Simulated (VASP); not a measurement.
Input of a VASP 6.6.1 run:

The input INCAR:

```
PREC = Accurate
ENCUT = 520
EDIFF = 1E-6
ISMEAR = 0
SIGMA = 0.1
LREAL = False
LASPH = True
NELM = 100
ALGO = Normal
ISIF = 2
LWAVE = False
LCHARG = False
GGA = PE
NBANDS = 21
```

The input KPOINTS:

```
Automatic mesh
0
Gamma
  6 6 4
```

Contents of POSCAR:

```
Na2Al2O
1.0
    3.0121207813      0.0000000022      0.0000000000
   -1.5060603925      2.6085731148      0.0000000000
    0.0000000000      0.0000000000     11.4639881097
Na Al O
2 2 1
Direct
    0.6666666667      0.3333333333      0.3606969560
    0.3333333333      0.6666666667      0.6393030440
    0.6666666667      0.3333333333      0.8771936269
    0.3333333333      0.6666666667      0.1228063731
    0.0000000000      0.0000000000      0.0000000000
```

Potentials or basis: VASP PAW PBE potentials, release 64 (Na_pv, Al, O).

The run is started by

```bash
$ cat potpaw_PBE.64/Na_pv/POTCAR potpaw_PBE.64/Al/POTCAR potpaw_PBE.64/O/POTCAR > POTCAR
$ mpirun -np 1 vasp_std > vasp.out
```

Problem. What does it give for the band gap on the k mesh?

Solution. Zero (band 13 reaches 5.01 eV, above the bottom of band 14 at 2.99 eV).

Problem. Estimate the largest force.

Solution. 0.008 eV/Å.

Problem. What does it give for the pressure?

Solution. 0.0 GPa.

Forces on the atoms (eV/Å):
```
Na   0.000  0.000  0.005
Na   0.000  0.000 -0.005
Al   0.000  0.000  0.008
Al   0.000  0.000 -0.008
O    0.000  0.000  0.000
```

Caveat: the k points lie up to 0.40 Å⁻¹ apart.
